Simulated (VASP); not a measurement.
# ZnSe (sol2) (I-4m2) in VASP: further runs

Runs on ZnSe (sol2). Level: PBEsol. Tasks: single point, relaxation of the atoms.

Everything below comes from runs of VASP 6.6.1. Logs are shortened: lines on timing, memory, paths and dates and some standing lists are left out, and cuts for length are marked.

## 1. The cell of the first run

It takes space group I-4m2 (No. 119, tetragonal). Conventional cell: a = 4.023 Å, b = 4.023 Å, c = 5.600 Å, α = 90.00°, β = 90.00°, γ = 90.00°. Zn (site symmetry -4m2) has 4 Se at 2.45 Å within 3.2 Å. Se (site symmetry -4m2) has 4 Zn at 2.45 Å within 3.2 Å.

## 2. Single point, PBEsol (strained cell)

INCAR

```
SYSTEM = ZnSe
  ALGO = Normal
  EDIFF = 1E-6
  ENCUT = 500
  GGA = PS
  GGA_COMPAT = .False.
  ISIF = 2
  ISMEAR = 0
  LASPH = .True.
  LCHARG = .False.
  LREAL = .False.
  LWAVE = .False.
  NBANDS = 16
  NELM = 120
  PREC = Accurate
  SIGMA = 0.02
```

KPOINTS

```
k-points
0
Gamma
  8 8 8
  0 0 0
```

POSCAR

```
ZnSe
1.0
    0.0000000000      2.8448691876      2.7998019530
    2.8448691876      0.0000000000      2.7998019530
    2.8448691876      2.8448691876      0.0000000000
Zn Se
1 1
Direct
    0.0000000000      0.0000000000      0.0000000000
    0.2500000000      0.2500000000      0.2500000000
```

Potentials or basis: VASP PAW PBE potentials, release 64 (Zn, Se).

Launch:

```
$ cat potpaw_PBE.64/Zn/POTCAR potpaw_PBE.64/Se/POTCAR > POTCAR
$ mpirun -np 1 vasp_std > vasp.out
```

OUTCAR:

```text
SYSTEM = ZnSe
   EDIFF = 1E-6
   ENCUT = 500
   GGA = PS
   ISIF = 2
   ISMEAR = 0
   LASPH = .True.
   LREAL = .False.
   NELM = 120
   PREC = Accurate

 ion  position               nearest neighbor table
   1  0.000  0.000  0.000-   2 2.45   2 2.45   2 2.45   2 2.45
   2  0.250  0.250  0.250-   1 2.45   1 2.45   1 2.45   1 2.45

  LATTYP: Found a body centered tetragonal cell.
 ALAT       =     4.0232525883
 C/A-ratio  =     1.3918101792

  Lattice vectors:

 A1 = (   0.0000000000,  -2.8448691876,  -2.7998019530)
 A2 = (   0.0000000000,   2.8448691876,  -2.7998019530)
 A3 = (   2.8448691876,   0.0000000000,   2.7998019530)

Analysis of symmetry for initial positions (statically):
=====================================================================
 Subroutine PRICEL returns:
 Original cell was already a primitive cell.

 Routine SETGRP: Setting up the symmetry group for a
 body centered tetragonal supercell.

 Subroutine GETGRP returns: Found  8 space group operations
 (whereof  8 operations were pure point group operations)
 out of a pool of 16 trial point group operations.

The static configuration has the point symmetry D_2d.

Analysis of symmetry for dynamics (positions and initial velocities):
=====================================================================
 Subroutine PRICEL returns:
 Original cell was already a primitive cell.

 Routine SETGRP: Setting up the symmetry group for a
 body centered tetragonal supercell.

 Subroutine GETGRP returns: Found  8 space group operations
 (whereof  8 operations were pure point group operations)
 out of a pool of 16 trial point group operations.

The dynamic configuration has the point symmetry D_2d.

 Subroutine INISYM returns: Found  8 space group operations
 (whereof  8 operations are pure point group operations),
 and found     1 'primitive' translations

----------------------------------------------------------------------------------------

                                     Primitive cell

  volume of cell :      45.3192

  direct lattice vectors                    reciprocal lattice vectors
     0.000000000  2.844869188  2.799801953    -0.175755006  0.175755006  0.178584060
     2.844869188  0.000000000  2.799801953     0.175755006 -0.175755006  0.178584060
     2.844869188  2.844869188  0.000000000     0.175755006  0.175755006 -0.178584060

  length of vectors
     3.991512454  3.991512454  4.023252588     0.306058672  0.306058672  0.306058672

  position of ions in fractional coordinates (direct lattice)
     0.000000000  0.000000000  0.000000000
     0.250000000  0.250000000  0.250000000

  ion indices of the primitive-cell ions
   primitive index   ion index
                 1           1
                 2           2

----------------------------------------------------------------------------------------

 KPOINTS: k-points

Automatic generation of k-mesh.
 Grid dimensions read from file:
 generate k-points for:    8    8    8

 Generating k-lattice:

  Cartesian coordinates                     Fractional coordinates (reciprocal lattice)
    -0.021969376  0.021969376  0.022323008     0.125000000  0.000000000  0.000000000
     0.021969376 -0.021969376  0.022323008     0.000000000  0.125000000  0.000000000
     0.021969376  0.021969376 -0.022323008     0.000000000  0.000000000  0.125000000

  Length of vectors
     0.038257334  0.038257334  0.038257334

  Shift w.r.t. Gamma in fractional coordinates (k-lattice)
     0.000000000  0.000000000  0.000000000

 Subroutine IBZKPT returns following result:
 ===========================================

 Found     59 irreducible k-points:

 Following reciprocal coordinates:
            Coordinates               Weight
  0.000000  0.000000  0.000000      1.000000
  0.125000  0.000000  0.000000      8.000000
  0.250000  0.000000  0.000000      8.000000
  0.375000  0.000000  0.000000      8.000000
  0.500000  0.000000  0.000000      4.000000
  0.125000  0.125000  0.000000      2.000000
[... 16 lines left out ...]
  0.250000  0.000000  0.125000     16.000000
  0.375000 -0.000000  0.125000     16.000000
 [... further k-points ...]
   k-points           NKPTS =     59   k-points in BZ     NKDIM =     59   number of bands    NBANDS=     16
   number of dos      NEDOS =    301   number of ions     NIONS =      2
   total plane-waves  NPLWV =  27000
   dimension x,y,z NGX =    30 NGY =   30 NGZ =   30
   dimension x,y,z NGXF=    60 NGYF=   60 NGZF=   60
   ions per type =               1   1
   NGX,Y,Z   is equivalent  to a cutoff of  12.49, 12.49, 12.40 a.u.
   NGXF,Y,Z  is equivalent  to a cutoff of  24.99, 24.99, 24.79 a.u.
 SYSTEM =  ZnSe
   PREC   = accura    normal or accurate (medium, high low for compatibility)
   ISTART =      0    job   : 0-new  1-cont  2-samecut
   ICHARG =      2    charge: 1-file 2-atom 10-const
   ISPIN  =      1    spin polarized calculation?
   LNONCOLLINEAR =      F non collinear calculations
   LSORBIT =      F    spin-orbit coupling
   LASPH  =      T    aspherical Exc in radial PAW
   ENCUT  =  500.0 eV  36.75 Ry    6.06 a.u.   7.28  7.28  7.34*2*pi/ulx,y,z
   NELM   =    120;   NELMIN=  2; NELMDL= -5     # of ELM steps
   EDIFF  = 0.1E-05   stopping-criterion for ELM
   LREAL  =      F    real-space projection
   EDIFFG = 0.1E-04   stopping-criterion for IOM
   NSW    =      0    number of steps for IOM
   IBRION =     -1    ionic relax: 0-MD 1-quasi-New 2-CG
   NFREE  =      0    steps in history (QN), initial steepest desc. (CG)
   ISIF   =      2    stress and relaxation
   ISYM   =      2    0-nonsym 1-usesym 2-fastsym
   POTIM  = 0.5000    time-step for ionic-motion
   TEBEG  =    0.0;   TEEND  =   0.0 temperature during run
   PSTRESS=    0.0 pullay stress
   NELECT =      18.0000    total number of electrons
   NUPDOWN=      -1.0000    fix difference up-down
   EMIN   =  10.00;   EMAX   =-10.00  energy-range for DOS
   EFERMI =   0.00;   METHOD = LEGACY
   ISMEAR =     0;   SIGMA  =   0.02  broadening in eV -4-tet -1-fermi 0-gaus
   EFERMI_NEDOS =   21; number of points for ismear=-14 and -15
   IALGO  =     38    algorithm
   IMIX   =      4    mixing-type and parameters
     AMIX     =   0.40;   BMIX     =  1.00
     AMIX_MAG =   1.60;   BMIX_MAG =  1.00
  volume/ion in A,a.u.               =      22.66       152.91
  Fermi-wavevector in a.u.,A,eV,Ry     =   1.203386  2.274070 19.703119  1.448138
  Thomas-Fermi vector in A             =   2.339141
   LORBIT       =      0    0 simple, 1 ext, 2 COOP (PROOUT), +10 PAW based schemes
   GGA     = PS    functional components
   LHFCALC =     F    Hartree Fock is set to
   AEXX    =    0.0000 exact exchange contribution
   IVDW    =     0    specifies the selected vdW correction
   LEPSILON=     F    determine dielectric tensor
   LRPA    =     F    only Hartree local field effects (RPA)
 non-spin polarized calculation
 Gauss-broadening in eV      SIGMA  =   0.02
  energy-cutoff  :      500.00
  volume of cell :       45.32
 maximum number of plane-waves:      1178
 NGX is ok and might be reduce to    30
   NGX = 15   NGY = 15   NGZ = 15

 number of electron      18.0000006 magnetization

 Free energy of the ion-electron system (eV)
  ---------------------------------------------------
  ext. energy  EPLUGINS =         0.00000000
  ---------------------------------------------------
  free energy    TOTEN  =        -6.77151604 eV

  energy without entropy =       -6.77151604  energy(sigma->0) =       -6.77151604

 E-fermi :   1.6518     XC(G=0):  -9.5459

 val. band max:        1.5626388290   @ k =   0.0000   0.0000   0.0000
 cond. band min:       2.7111929686   @ k =   0.0000   0.0000   0.0000
 fundamental gap:      1.1485541396
 Fermi energy:         1.6517916852

 k-point     1 :       0.0000    0.0000    0.0000
  band No.  band energies     occupation
      1     -11.7884      2.00000
      2      -5.0491      2.00000
      3      -5.0491      2.00000
      4      -5.0421      2.00000
      5      -4.6731      2.00000
      6      -4.6700      2.00000
[... 8 lines left out ...]
     15      12.8171      0.00000
     16      13.0974      0.00000

 k-point     2 :       0.1250    0.0000    0.0000
  band No.  band energies     occupation
      1     -11.6860      2.00000
      2      -5.0421      2.00000
      3      -5.0333      2.00000
      4      -5.0273      2.00000
      5      -4.6742      2.00000
      6      -4.6718      2.00000
[... 8 lines left out ...]
     15      12.1303      0.00000
     16      12.2607      0.00000

 k-point     3 :       0.2500    0.0000    0.0000
  band No.  band energies     occupation
      1     -11.4197      2.00000
      2      -4.9987      2.00000
      3      -4.9949      2.00000
      4      -4.9869      2.00000
      5      -4.6716      2.00000
      6      -4.6715      2.00000
[... 8 lines left out ...]
     15      11.8791      0.00000
     16      12.1141      0.00000

 k-point     4 :       0.3750    0.0000    0.0000
  band No.  band energies     occupation
      1     -11.1199      2.00000
      2      -4.9716      2.00000
      3      -4.9631      2.00000
      4      -4.7964      2.00000
      5      -4.6620      2.00000
      6      -4.6592      2.00000
[... 8 lines left out ...]
     15      13.0005      0.00000
     16      13.0492      0.00000

 k-point     5 :       0.5000    0.0000    0.0000
  band No.  band energies     occupation
      1     -10.9832      2.00000
      2      -4.9631      2.00000
      3      -4.9536      2.00000
      4      -4.6554      2.00000
      5      -4.6506      2.00000
      6      -4.5120      2.00000
[... 8 lines left out ...]
     15      14.5157      0.00000
     16      14.6599      0.00000

 k-point     6 :       0.1250    0.1250    0.0000
  band No.  band energies     occupation
      1     -11.6492      2.00000
      2      -5.0530      2.00000
      3      -5.0192      2.00000
      4      -5.0192      2.00000
      5      -4.6814      2.00000
      6      -4.6655      2.00000
[... 8 lines left out ...]
     15      12.6759      0.00000
     16      13.0456      0.00000

 k-point     7 :       0.2500    0.1250    0.0000
  band No.  band energies     occupation
      1     -11.4348      2.00000
      2      -5.0391      2.00000
      3      -4.9823      2.00000
      4      -4.9779      2.00000
      5      -4.6869      2.00000
      6      -4.6582      2.00000
[... 8 lines left out ...]
     15      12.9490      0.00000
     16      13.4843      0.00000

 k-point     8 :       0.3750    0.1250    0.0000
  band No.  band energies     occupation
      1     -11.1415      2.00000
      2      -4.9800      2.00000
      3      -4.9500      2.00000
      4      -4.8769      2.00000
      5      -4.6664      2.00000
      6      -4.6493      2.00000
[... 8 lines left out ...]
     15      13.1751      0.00000
     16      13.7981      0.00000

 k-point     9 :       0.5000    0.1250    0.0000
  band No.  band energies     occupation
      1     -10.9452      2.00000
      2      -4.9538      2.00000
      3      -4.9389      2.00000
      4      -4.7042      2.00000
      5      -4.6488      2.00000
      6      -4.5274      2.00000
[... 8 lines left out ...]
     15      13.8992      0.00000
     16      14.6554      0.00000
[... 172 lines left out ...]
 k-point    19 :       0.5000    0.3750    0.0000
  band No.  band energies     occupation
      1     -10.7408      2.00000
      2      -5.0030      2.00000
      3      -4.8165      2.00000
      4      -4.8003      2.00000
      5      -4.6295      2.00000
      6      -4.4987      2.00000
[... 8 lines left out ...]
     15      15.0969      0.00000
     16      15.7819      0.00000

 k-point    20 :      -0.3750    0.3750    0.0000
  band No.  band energies     occupation
      1     -10.7213      2.00000
      2      -4.9618      2.00000
      3      -4.8371      2.00000
      4      -4.7527      2.00000
      5      -4.6483      2.00000
      6      -4.3980      2.00000
[... 8 lines left out ...]
     15      13.4322      0.00000
     16      16.8731      0.00000

 k-point    21 :       0.5000    0.5000    0.0000
  band No.  band energies     occupation
      1     -10.6935      2.00000
      2      -5.0270      2.00000
      3      -4.7917      2.00000
      4      -4.7917      2.00000
      5      -4.6207      2.00000
      6      -4.4801      2.00000
[... 8 lines left out ...]
     15      15.4211      0.00000
     16      15.8816      0.00000

 k-point    22 :       0.1250    0.0000    0.1250
  band No.  band energies     occupation
      1     -11.6530      2.00000
      2      -5.0589      2.00000
      3      -5.0191      2.00000
      4      -5.0113      2.00000
      5      -4.6844      2.00000
      6      -4.6637      2.00000
[... 8 lines left out ...]
     15      12.5906      0.00000
     16      13.2391      0.00000

 k-point    23 :       0.2500    0.0000    0.1250
  band No.  band energies     occupation
      1     -11.4415      2.00000
      2      -5.0431      2.00000
      3      -4.9809      2.00000
      4      -4.9719      2.00000
      5      -4.6900      2.00000
      6      -4.6577      2.00000
[... 8 lines left out ...]
     15      13.0261      0.00000
     16      13.5144      0.00000

 k-point    24 :       0.3750   -0.0000    0.1250
  band No.  band energies     occupation
      1     -11.1485      2.00000
      2      -4.9847      2.00000
      3      -4.9441      2.00000
      4      -4.8733      2.00000
      5      -4.6710      2.00000
      6      -4.6507      2.00000
[... 8 lines left out ...]
     15      13.1283      0.00000
     16      13.7769      0.00000

 [... further k-points ...]
[... 5 lines left out ...]
  --------------------------------------------------------------------------------------
  -------------------------------------------------------------------------------------
  Total       -0.2315928     -0.2315928     -0.0730440      0.0000000     -0.0000000      0.0000000
  in kB       -8.1875453     -8.1875453     -2.5823387      0.0000000     -0.0000000      0.0000000
  external PRESSURE =      -6.3191431 kB  Pullay stress =       0.0000000 kB

 VOLUME and BASIS-vectors are now :
 -----------------------------------------------------------------------------
  energy-cutoff  :      500.00
  volume of cell :       45.32
      direct lattice vectors                 reciprocal lattice vectors
     0.000000000  2.844869188  2.799801953    -0.175755006  0.175755006  0.178584060
     2.844869188  0.000000000  2.799801953     0.175755006 -0.175755006  0.178584060
     2.844869188  2.844869188  0.000000000     0.175755006  0.175755006 -0.178584060

 POSITION                                       TOTAL-FORCE (eV/Angst)
 -----------------------------------------------------------------------------------
      0.00000      0.00000      0.00000         0.000000      0.000000      0.000000
      1.42243      1.42243      1.39990        -0.000000     -0.000000     -0.000000
 -----------------------------------------------------------------------------------
    total drift:                               -0.000001     -0.000001      0.000001

  FREE ENERGIE OF THE ION-ELECTRON SYSTEM (eV)
  ---------------------------------------------------
  free  energy   TOTEN  =        -6.7715160387 eV

  energy  without entropy=       -6.7715160387  energy(sigma->0) =       -6.77151604
```

It took 65 s on 1 thread of Intel Xeon 8259CL, shared host; peak memory 0.2 GiB.

Results:

- Free energy: -6.7715 eV
- Pressure: -0.6 GPa
- Band gap on the k mesh: 1.15 eV, direct

Stress tensor (GPa, compression positive):
```
-0.82  0.00  0.00
 0.00 -0.82  0.00
 0.00  0.00 -0.26
```

Caveat: the cell differs from its parent crystal (strained cell); the PAW data sets were made with another functional, which shifts forces and pressure a little.

[end of part 1 of 3]
